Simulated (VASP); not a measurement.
# TiAl (an interface model) in VASP: further runs

TiAl (an interface model) is run at these levels: PBE; tasks: single point.

Everything below comes from runs of VASP 6.6.1. Logs are shortened: lines on timing, memory, paths and dates and some standing lists are left out, and cuts for length are marked.

### Step 1. The cell of the first run

The cell holds layers of an interface, 8 atoms: a = 2.908 Å, b = 2.908 Å, c = 22.835 Å, α = 90.00°, β = 59.43°, γ = 120.00°.

### Step 2. Single point, PBE

The input, INCAR:

```
PREC     = Accurate       # precision mode
ENCUT    = 520            # plane-wave cutoff, eV
EDIFF    = 1E-7           # SCF threshold, eV
ISMEAR   = 0              # smearing method
SIGMA    = 0.1            # smearing width, eV
LREAL    = F              # projectors in reciprocal space
LASPH    = T              # aspherical terms in the spheres
NELM     = 80             # most SCF steps
ALGO     = Normal         # electronic algorithm
ISIF     = 2              # what is computed and relaxed
LWAVE    = F              # write WAVECAR
LCHARG   = F              # write CHGCAR
GGA      = PE             # functional
NBANDS   = 40             # bands
```

The input, KPOINTS:

```
Automatic mesh
0
Gamma
  12 12 2
```

The input, POSCAR:

```
TiAl
1.0
    2.9076473244     -0.0000003122      0.0017734292
   -1.4538239326      2.5180969165      0.0000000000
   11.6016511049      6.6982163885     18.4929769144
Ti Al
4 4
Direct
    0.5229741806      0.2614870903      0.0274932747
    0.5255337982      0.2627668991      0.1520136690
    0.4970449431      0.2485224715      0.2827604949
    0.4996045607      0.2498022803      0.4072808891
    0.5050991263      0.2525495631      0.5312856821
    0.5036860521      0.2518430261      0.6561779048
    0.5188926891      0.2594463445      0.7785962590
    0.5174796150      0.2587398075      0.9034884818
```

Potentials or basis: VASP PAW PBE potentials, release 64 (Ti_sv, Al).

Run with:

```
$ cat potpaw_PBE.64/Ti_sv/POTCAR potpaw_PBE.64/Al/POTCAR > POTCAR
$ mpirun -np 1 vasp_std > vasp.out
```

OUTCAR:

```text
PREC = Accurate
   ENCUT = 520
   EDIFF = 1E-7
   ISMEAR = 0
   LREAL = F
   LASPH = T
   NELM = 80
   ISIF = 2
   GGA = PE

 ion  position               nearest neighbor table
   1  0.523  0.261  0.027-   8 2.84   8 2.84   8 2.84   2 2.85   2 2.85   2 2.85
   2  0.526  0.263  0.152-   1 2.85   1 2.85   1 2.85
   3  0.497  0.249  0.283-   4 2.85   4 2.85   4 2.85
   4  0.500  0.250  0.407-   5 2.84   5 2.84   5 2.84   3 2.85   3 2.85   3 2.85
   5  0.505  0.253  0.531-   4 2.84   4 2.84   4 2.84   6 2.85   6 2.86   6 2.86
   6  0.504  0.252  0.656-   7 2.82   7 2.82   7 2.82   5 2.85   5 2.86   5 2.86
   7  0.519  0.259  0.779-   6 2.82   6 2.82   6 2.82   8 2.85   8 2.86   8 2.86
   8  0.517  0.259  0.903-   1 2.84   1 2.84   1 2.84   7 2.85   7 2.86   7 2.86

  LATTYP: Found a base centered monoclinic cell.
 ALAT       =     5.0361938331
 B/A-ratio  =     0.5773502692
 C/A-ratio  =     3.6856148473
 COS(beta)  =    -0.0915405870

  Lattice vectors:

 A1 = (   2.9076473244,  -0.0000003122,   0.0017734292)
 A2 = (   1.4538233918,   2.5180966043,   0.0017734292)
 A3 = (  -1.4827610437,  -0.8560724878,  18.4823363392)

Analysis of symmetry for initial positions (statically):
=====================================================================
 Subroutine PRICEL returns:
 Original cell was already a primitive cell.

 Routine SETGRP: Setting up the symmetry group for a
 base centered monoclinic supercell.

 Subroutine GETGRP returns: Found  4 space group operations
 (whereof  2 operations were pure point group operations)
 out of a pool of  4 trial point group operations.

The static configuration has the point symmetry C_1h.
 The point group associated with its full space group is C_2h.

Analysis of symmetry for dynamics (positions and initial velocities):
=====================================================================
 Subroutine PRICEL returns:
 Original cell was already a primitive cell.

 Routine SETGRP: Setting up the symmetry group for a
 base centered monoclinic supercell.

 Subroutine GETGRP returns: Found  4 space group operations
 (whereof  2 operations were pure point group operations)
 out of a pool of  4 trial point group operations.

The dynamic configuration has the point symmetry C_1h.
 The point group associated with its full space group is C_2h.

 Subroutine INISYM returns: Found  4 space group operations
 (whereof  2 operations are pure point group operations),
 and found     1 'primitive' translations

----------------------------------------------------------------------------------------

                                     Primitive cell

  volume of cell :     135.3316

  direct lattice vectors                    reciprocal lattice vectors
     2.907647324 -0.000000312  0.001773429     0.344096237  0.198664055 -0.287827068
    -1.453823933  2.518096916  0.000000000     0.000087818  0.397176005 -0.143913534
    11.601651105  6.698216388 18.492976914    -0.000032998 -0.000019051  0.054102184

  length of vectors
     2.907647865  2.907647865 22.835380582     0.490626180  0.422445134  0.054102197

  position of ions in fractional coordinates (direct lattice)
     0.522974181  0.261487090  0.027493275
     0.525533798  0.262766899  0.152013669
     0.497044943  0.248522472  0.282760495
     0.499604561  0.249802280  0.407280889
     0.505099126  0.252549563  0.531285682
     0.503686052  0.251843026  0.656177905
     0.518892689  0.259446344  0.778596259
     0.517479615  0.258739807  0.903488482

  ion indices of the primitive-cell ions
   primitive index   ion index
                 1           1
                 2           2
                 3           3
                 4           4
                 5           5
                 6           6
                 7           7
                 8           8

----------------------------------------------------------------------------------------

 KPOINTS: Automatic mesh

Automatic generation of k-mesh.
 Grid dimensions read from file:
 generate k-points for:   12   12    2

 Generating k-lattice:

  Cartesian coordinates                     Fractional coordinates (reciprocal lattice)
     0.028674686  0.016555338 -0.023985589     0.083333333  0.000000000 -0.000000000
     0.000007318  0.033098000 -0.011992794     0.000000000  0.083333333  0.000000000
    -0.000016499 -0.000009526  0.027051092    -0.000000000  0.000000000  0.500000000

  Length of vectors
     0.040885515  0.035203761  0.027051099

  Shift w.r.t. Gamma in fractional coordinates (k-lattice)
     0.000000000  0.000000000  0.000000000

 Subroutine IBZKPT returns following result:
 ===========================================

 Found     86 irreducible k-points:

 Following reciprocal coordinates:
            Coordinates               Weight
  0.000000  0.000000  0.000000      1.000000
  0.083333  0.000000  0.000000      2.000000
  0.166667  0.000000  0.000000      2.000000
  0.250000  0.000000  0.000000      2.000000
  0.333333  0.000000  0.000000      2.000000
  0.416667  0.000000  0.000000      2.000000
[... 16 lines left out ...]
  0.166667  0.250000 -0.000000      4.000000
  0.250000  0.250000 -0.000000      4.000000
 [... further k-points ...]
   k-points           NKPTS =     86   k-points in BZ     NKDIM =     86   number of bands    NBANDS=     40
   number of dos      NEDOS =    301   number of ions     NIONS =      8
   total plane-waves  NPLWV = 103680
   dimension x,y,z NGX =    24 NGY =   24 NGZ =  180
   dimension x,y,z NGXF=    48 NGYF=   48 NGZF=  360
   ions per type =               4   4
   NGX,Y,Z   is equivalent  to a cutoff of  13.72, 13.72, 13.10 a.u.
   NGXF,Y,Z  is equivalent  to a cutoff of  27.44, 27.44, 26.21 a.u.
 SYSTEM =  unknown system
   PREC   = accura    normal or accurate (medium, high low for compatibility)
   ISTART =      0    job   : 0-new  1-cont  2-samecut
   ICHARG =      2    charge: 1-file 2-atom 10-const
   ISPIN  =      1    spin polarized calculation?
   LNONCOLLINEAR =      F non collinear calculations
   LSORBIT =      F    spin-orbit coupling
   LASPH  =      T    aspherical Exc in radial PAW
   ENCUT  =  520.0 eV  38.22 Ry    6.18 a.u.   5.41  5.41 42.46*2*pi/ulx,y,z
   NELM   =     80;   NELMIN=  2; NELMDL= -5     # of ELM steps
   EDIFF  = 0.1E-06   stopping-criterion for ELM
   LREAL  =      F    real-space projection
   EDIFFG = 0.1E-05   stopping-criterion for IOM
   NSW    =      0    number of steps for IOM
   IBRION =     -1    ionic relax: 0-MD 1-quasi-New 2-CG
   NFREE  =      0    steps in history (QN), initial steepest desc. (CG)
   ISIF   =      2    stress and relaxation
   ISYM   =      2    0-nonsym 1-usesym 2-fastsym
   POTIM  = 0.5000    time-step for ionic-motion
   TEBEG  =    0.0;   TEEND  =   0.0 temperature during run
   PSTRESS=    0.0 pullay stress
   NELECT =      60.0000    total number of electrons
   NUPDOWN=      -1.0000    fix difference up-down
   EMIN   =  10.00;   EMAX   =-10.00  energy-range for DOS
   EFERMI =   0.00;   METHOD = LEGACY
   ISMEAR =     0;   SIGMA  =   0.10  broadening in eV -4-tet -1-fermi 0-gaus
   EFERMI_NEDOS =   21; number of points for ismear=-14 and -15
   IALGO  =     38    algorithm
   IMIX   =      4    mixing-type and parameters
     AMIX     =   0.40;   BMIX     =  1.00
     AMIX_MAG =   1.60;   BMIX_MAG =  1.00
  volume/ion in A,a.u.               =      16.92       114.16
  Fermi-wavevector in a.u.,A,eV,Ry     =   1.248319  2.358980 21.201952  1.558300
  Thomas-Fermi vector in A             =   2.382411
   LORBIT       =      0    0 simple, 1 ext, 2 COOP (PROOUT), +10 PAW based schemes
   GGA     = PE    functional components
   LHFCALC =     F    Hartree Fock is set to
   AEXX    =    0.0000 exact exchange contribution
   IVDW    =     0    specifies the selected vdW correction
   LEPSILON=     F    determine dielectric tensor
   LRPA    =     F    only Hartree local field effects (RPA)
 non-spin polarized calculation
 Gauss-broadening in eV      SIGMA  =   0.10
  energy-cutoff  :      520.00
  volume of cell :      135.33
 maximum number of plane-waves:      3729
 NGX is ok and might be reduce to    24
   NGX = 11   NGY = 11   NGZ = 85

 number of electron      60.0000002 magnetization

 Free energy of the ion-electron system (eV)
  ---------------------------------------------------
  ext. energy  EPLUGINS =         0.00000000
  ---------------------------------------------------
  free energy    TOTEN  =       -46.64659714 eV

  energy without entropy =      -46.60393290  energy(sigma->0) =      -46.62526502

 E-fermi :   8.0423     XC(G=0): -10.8668

 val. band max:        8.0349810677   @ k =   0.3333   0.2500   0.5000
 cond. band min:       8.0438509121   @ k =   0.4167   0.0000   0.5000
 fundamental gap:      0.0088698444
 Fermi energy:         8.0422918513

 k-point     1 :       0.0000    0.0000    0.0000
  band No.  band energies     occupation
      1     -48.6835      2.00000
      2     -48.6684      2.00000
      3     -48.6061      2.00000
      4     -48.5684      2.00000
      5     -25.1991      2.00000
      6     -25.0772      2.00000
[... 32 lines left out ...]
     39      10.3871      0.00000
     40      10.4590      0.00000

 k-point     2 :       0.0833    0.0000    0.0000
  band No.  band energies     occupation
      1     -48.6767      2.00000
      2     -48.6623      2.00000
      3     -48.6014      2.00000
      4     -48.5646      2.00000
      5     -25.1864      2.00000
      6     -25.0712      2.00000
[... 32 lines left out ...]
     39      10.2300      0.00000
     40      10.3610      0.00000

 k-point     3 :       0.1667    0.0000    0.0000
  band No.  band energies     occupation
      1     -48.6577      2.00000
      2     -48.6454      2.00000
      3     -48.5887      2.00000
      4     -48.5544      2.00000
      5     -25.1512      2.00000
      6     -25.0572      2.00000
[... 32 lines left out ...]
     39      10.0669      0.00000
     40      10.4240      0.00000

 k-point     4 :       0.2500    0.0000    0.0000
  band No.  band energies     occupation
      1     -48.6312      2.00000
      2     -48.6220      2.00000
      3     -48.5715      2.00000
      4     -48.5413      2.00000
      5     -25.1059      2.00000
      6     -25.0488      2.00000
[... 32 lines left out ...]
     39      10.2316      0.00000
     40      10.3279      0.00000
[... 772 lines left out ...]
     39      10.2805      0.00000
     40      10.5138      0.00000

 k-point    23 :       0.1667    0.2500   -0.0000
  band No.  band energies     occupation
      1     -48.5932      2.00000
      2     -48.5891      2.00000
      3     -48.5479      2.00000
      4     -48.5256      2.00000
      5     -25.0780      2.00000
      6     -25.0630      2.00000
[... 32 lines left out ...]
     39      10.1396      0.00000
     40      10.2731      0.00000

 k-point    24 :       0.2500    0.2500   -0.0000
  band No.  band energies     occupation
      1     -48.5746      2.00000
      2     -48.5730      2.00000
      3     -48.5364      2.00000
      4     -48.5204      2.00000
      5     -25.0878      2.00000
      6     -25.0672      2.00000
[... 32 lines left out ...]
     39       9.8619      0.00000
     40       9.9923      0.00000

 [... further k-points ...]

------------------------ aborting loop because EDIFF is reached ----------------------------------------

  FORCE on cell =-STRESS in cart. coord.  units (eV):
  Direction    XX          YY          ZZ          XY          YZ          ZX
  --------------------------------------------------------------------------------------
  -------------------------------------------------------------------------------------
  Total        0.4909989      0.5054607     -0.1273457     -0.0125243      0.0008090      0.0014013
  in kB        5.8128854      5.9840970     -1.5076329     -0.1482736      0.0095774      0.0165901
  external PRESSURE =       3.4297832 kB  Pullay stress =       0.0000000 kB

 VOLUME and BASIS-vectors are now :
 -----------------------------------------------------------------------------
  energy-cutoff  :      520.00
  volume of cell :      135.33
      direct lattice vectors                 reciprocal lattice vectors
     2.907647324 -0.000000312  0.001773429     0.344096237  0.198664055 -0.287827068
    -1.453823933  2.518096916  0.000000000     0.000087818  0.397176005 -0.143913534
    11.601651105  6.698216388 18.492976914    -0.000032998 -0.000019051  0.054102184

 POSITION                                       TOTAL-FORCE (eV/Angst)
 -----------------------------------------------------------------------------------
      1.45944      0.84261      0.50936        -0.000263     -0.000152      0.005863
      2.90966      1.67989      2.81212         0.000441      0.000255      0.001565
      4.36441      2.51979      5.22996        -0.000441     -0.000255     -0.001565
      5.81464      3.35708      7.53272         0.000263      0.000152     -0.005863
      7.26528      4.19461      9.82595        -0.000262     -0.000151     -0.001640
      8.71115      5.02939     12.13558         0.000498      0.000287      0.000710
     10.16457      5.86852     14.39948        -0.000498     -0.000287     -0.000710
     11.61044      6.70329     16.70911         0.000262      0.000151      0.001640
 -----------------------------------------------------------------------------------
    total drift:                                0.000001      0.000001      0.000044

  FREE ENERGIE OF THE ION-ELECTRON SYSTEM (eV)
  ---------------------------------------------------
  free  energy   TOTEN  =       -46.6465971418 eV

  energy  without entropy=      -46.6039329010  energy(sigma->0) =      -46.62526502
```

Wall time 7.2 min (1 thread of AMD EPYC 9R45 (Zen 5), shared host); peak memory 0.51 GiB.

What came out:

| Property | Result |
| --- | --- |
| Free energy | -46.6466 eV |
| Pressure | 0.3 GPa |
| Largest force | 0.006 eV/Å |
| Band gap on the k mesh | zero (band 30 reaches 8.86 eV, above the bottom of band 31 at 7.13 eV) |

Forces in eV/Å, atoms in the order of the input:
```
Ti   0.000  0.000  0.006
Ti   0.000  0.000  0.002
Ti   0.000  0.000 -0.002
Ti   0.000  0.000 -0.006
Al   0.000  0.000 -0.002
Al   0.000  0.000  0.001
Al   0.000  0.000 -0.001
Al   0.000  0.000  0.002
```

Stress tensor (GPa, compression positive):
```
 0.58 -0.01  0.00
-0.01  0.60  0.00
 0.00  0.00 -0.15
```

Levels at points of the mesh, in eV from the Fermi level:
```
           k point  band 28  band 29  band 30  band 31  band 32  band 33
(0.00, 0.00, 0.00)     0.42     0.78     0.82     0.82     0.94     0.94
(0.50, 0.00, 0.00)    -1.54    -0.76    -0.74     0.15     0.50     0.57
(0.00, 0.50, 0.00)    -1.54    -0.77    -0.74     0.16     0.50     0.56
(0.00, 0.00, 0.50)     0.41     0.78     0.82     0.82     0.94     0.94
(0.50, 0.00, 0.50)    -1.16    -1.14    -0.39     0.04     0.50     0.63
(0.00, 0.50, 0.50)    -1.15    -1.15    -0.41     0.04     0.51     0.64
```

### Step 3. Single point, PBE

This run uses another cell than the first one, of 17.10 Å³/atom, 1.011 times its volume.

The input, INCAR:

```
SYSTEM = TiAl
PREC = Accurate
ENCUT = 520
EDIFF = 1E-6
ISMEAR = 0
SIGMA = 0.1
LREAL = .FALSE.
LASPH = .TRUE.
NELM = 60
ALGO = Normal
ISIF = 2
LWAVE = .FALSE.
LCHARG = .FALSE.
GGA = PE
NBANDS = 40
```

The input, KPOINTS:

```
regular mesh
0
G
  12 12 2
  0 0 0
```

The input, POSCAR:

```
TiAl
1.0
    2.9076478652      0.0000000000      0.0000000000
   -1.4538239326      2.5180969165      0.0000000000
   11.5902597524      6.6916395880     18.6815461844
Ti Al
4 4
Direct
    0.5244183019      0.2622091509      0.0267643799
    0.5156656810      0.2578328405      0.1538461813
    0.5069130602      0.2534565301      0.2809279826
    0.4981604394      0.2490802197      0.4080097839
    0.4981604394      0.2490802197      0.5330097839
    0.5069130602      0.2534565301      0.6559279826
    0.5156656810      0.2578328405      0.7788461813
    0.5244183019      0.2622091509      0.9017643799
```

Potentials or basis: VASP PAW PBE potentials, release 64 (Ti_sv, Al).

Run with:

```
$ cat potpaw_PBE.64/Ti_sv/POTCAR potpaw_PBE.64/Al/POTCAR > POTCAR
$ mpirun -np 1 vasp_std > vasp.out
```

Wall time 7.5 min (1 thread of AMD EPYC 9R45 (Zen 5), shared host); peak memory 0.51 GiB.

The run converged. Its results:

| Property | Result |
| --- | --- |
| Free energy | -46.6232 eV |
| Pressure | -0.9 GPa |
| Largest force | 0.210 eV/Å |
| Band gap on the k mesh | zero (band 30 reaches 8.77 eV, above the bottom of band 31 at 7.03 eV) |

Forces in eV/Å, atoms in the order of the input:
```
Ti   0.005  0.003  0.011
Ti  -0.003 -0.001 -0.164
Ti   0.003  0.001  0.164
Ti  -0.005 -0.003 -0.011
Al   0.001  0.001 -0.210
Al  -0.007 -0.004  0.098
Al   0.007  0.004 -0.098
Al  -0.001 -0.001  0.210
```

Stress tensor (GPa, compression positive):
```
-0.34 -0.03  0.04
-0.03 -0.30  0.03
 0.04  0.03 -2.04
```

Levels at points of the mesh, in eV from the Fermi level:
| k point | band 28 | band 29 | band 30 | band 31 | band 32 | band 33 |
| --- | --- | --- | --- | --- | --- | --- |
| (0.00, 0.00, 0.00) | 0.24 | 0.65 | 0.84 | 0.84 | 0.97 | 0.97 |
| (0.50, 0.00, 0.00) | -1.52 | -0.75 | -0.71 | 0.12 | 0.46 | 0.56 |
| (0.00, 0.50, 0.00) | -1.51 | -0.78 | -0.71 | 0.14 | 0.46 | 0.56 |
| (0.00, 0.00, 0.50) | 0.28 | 0.67 | 0.84 | 0.84 | 0.97 | 0.97 |
| (0.50, 0.00, 0.50) | -1.17 | -1.10 | -0.37 | 0.04 | 0.47 | 0.57 |
| (0.00, 0.50, 0.50) | -1.15 | -1.11 | -0.39 | 0.03 | 0.51 | 0.57 |
